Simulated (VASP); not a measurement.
BaTiO3, 5 atoms in the cell. It takes space group Amm2 (No. 38, orthorhombic). Conventional cell: a = 4.019 Å, b = 5.684 Å, c = 5.684 Å, α = 90.00°, β = 90.00°, γ = 90.00°. Within 3.7 Å of Ba (site symmetry mm2) lie 12 O at 2.79 to 2.89 Å and 8 Ti at 3.44 to 3.52 Å. Within 2.7 Å of Ti (site symmetry mm2) lie 6 O at 2.01 Å. O (site symmetry mm2) has 2 Ti at 2.01 Å and 4 Ba at 2.79 to 2.89 Å and 8 O at 2.84 Å within 2.9 Å. Within 2.7 Å of O (site symmetry m) lie 2 Ti at 2.01 Å.  This cell differs from its parent crystal: atom 1 (Ba) moved +0.050 Å towards its neighbour atom 3 (O) at 2.842 Å.

| Item | Value |
| --- | --- |
| Program | VASP 6.6.1 |
| Task | single point |
| Functional | PBE |
| Potentials or basis | VASP PAW PBE potentials, release 64 (Ba_sv, Ti_sv, O) |
| Cutoff | 520 eV |
| k mesh | 8 × 8 × 8 |
| Occupations | gaussian, width 0.05 eV |
| Spin | no spin polarisation |
| Dipole correction | no |
| Further INCAR settings | ALGO = Normal; EDIFF = 1e-07; NBANDS = 28 |

Potentials or basis: VASP PAW PBE potentials, release 64 (Ba_sv, Ti_sv, O).

The run is started by

```sh
$ cat potpaw_PBE.64/Ba_sv/POTCAR potpaw_PBE.64/Ti_sv/POTCAR potpaw_PBE.64/O/POTCAR > POTCAR
$ mpirun -np 1 vasp_std > vasp.out
```

Hardware: 1 thread of Intel(R) Xeon(R) Platinum 8488C (Sapphire Rapids) (shared host).

How long does it take, and how much memory?

Run time: 2.2 min on 1 thread of Intel(R) Xeon(R) Platinum 8488C (Sapphire Rapids), with other jobs on the host, peak memory 0.31 GiB. Counts: scf iterations 17, k points 105.
